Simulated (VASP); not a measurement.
Here is a VASP 6.6.1 calculation.

File INCAR:

```
PREC     = Accurate       # precision mode
ENCUT    = 520            # plane-wave cutoff, eV
EDIFF    = 1E-8           # SCF threshold, eV
ISMEAR   = 0              # smearing method
SIGMA    = 0.01           # smearing width, eV
LREAL    = F              # projectors in reciprocal space
LASPH    = T              # aspherical terms in the spheres
NELM     = 80             # most SCF steps
ALGO     = Normal         # electronic algorithm
ISIF     = 2              # what is computed and relaxed
LWAVE    = F              # write WAVECAR
LCHARG   = F              # write CHGCAR
GGA      = PS             # functional
NBANDS   = 16             # bands
IBRION   = 8              # ionic algorithm
NSW      = 1              # ionic steps
LEPSILON = T              # dielectric tensor by DFPT
```

Contents of KPOINTS:

```
Automatic mesh
0
Gamma
  10 10 10
```

Contents of POSCAR:

```
ZnSe
1.0
    0.0000000000      2.5854693610      2.5854693610
    2.5854693610      0.0000000000      2.5854693610
    2.5854693610      2.5854693610      0.0000000000
Zn Se
1 1
Direct
    0.0000000000      0.0000000000      0.0000000000
    0.7500000000      0.7500000000      0.7500000000
```

Potentials or basis: VASP PAW PBE potentials, release 64 (Zn, Se).

Run with:

```sh
$ cat potpaw_PBE.64/Zn/POTCAR potpaw_PBE.64/Se/POTCAR > POTCAR
$ mpirun -np 1 vasp_std > vasp.out
```

**Question.** Estimate the electronic dielectric tensor (diagonal).

**Answer.** 7.26.

**Question.** Estimate the Born charges (mean of the diagonal).

**Answer.** Zn +1.61; Se -1.61 e.

**Question.** Predict the highest phonon frequency at Γ, LO-TO splitting left out.

**Answer.** 315 cm⁻¹.

Electronic dielectric tensor:
```
7.26 0.00 0.00
0.00 7.26 0.00
0.00 0.00 7.26
```

Caveat: the cell wasn't relaxed at this level first, which shifts response properties.
